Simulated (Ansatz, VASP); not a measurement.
Mg: VASP beside Ansatz

The input INCAR:

```
SYSTEM = Mg
PREC = Accurate
ENCUT = 520
EDIFF = 1E-6
ISMEAR = -1
SIGMA = 0.1
LREAL = .FALSE.
LASPH = .TRUE.
NELM = 60
ALGO = Normal
ISIF = 2
LWAVE = .FALSE.
LCHARG = .FALSE.
GGA = CA
NBANDS = 12
```

The input KPOINTS:

```
Automatic mesh
0
G
  12 12 4
  0 0 0
```

The input POSCAR:

```
Mg
1.0
    2.9372636884      0.0000000000      0.0000000000
   -1.4686318442      2.5437449718      0.0000000000
    0.0000000000      0.0000000000      9.4656374507
Mg
4
Direct
    0.0000000000      0.0000000000      0.0000000000
    0.0000000000      0.0000000000      0.5000000000
    0.3333333333      0.6666666667      0.2500000000
    0.6666666667      0.3333333333      0.7500000000
```

Input for Ansatz:

```yaml
crystal:
  lattice:
    - [2.9372636884, 0.0, 0.0]
    - [-1.4686318442, 2.5437449718, 0.0]
    - [0.0, 0.0, 9.4656374507]
  atoms:
    - { symbol: Mg, position: [0.0, 0.0, 0.0] }
    - { symbol: Mg, position: [0.0, 0.0, 0.5] }
    - { symbol: Mg, position: [0.3333333333, 0.6666666667, 0.25] }
    - { symbol: Mg, position: [0.6666666667, 0.3333333333, 0.75] }
kpoints:
  mp_grid: { grid: [12, 12, 4] }
scf:
  occupations: { method: fermi_dirac, width: 0.1 }
hamiltonian:
  xc: lda
  pseudopotentials: { kind: all_electron, lapw: { basis_error: 0.0005 } }
output:
  forces: true
  stress: true
  eigenvalues: true
  populations: true
```

Alike in both runs: task single point; functional LDA; k mesh 12 × 12 × 4; occupations fermi-dirac, width 0.1 eV; no spin polarisation.

```csv
,VASP,Ansatz
version,VASP 6.6.1,Ansatz 0.2.0
potentials or method,"VASP PAW LDA potentials, release 64 (Mg), cutoff 520 eV","all-electron LAPW, scalar-relativistic"
```

```csv
,VASP,Ansatz,Ansatz less VASP
pressure (GPa),11.7,12.0,+0.34
```

LDA's correlation is that of Perdew and Zunger in VASP and of Perdew and Wang (1992) in Ansatz. Ansatz ran all-electron here, and VASP with PAW potentials.
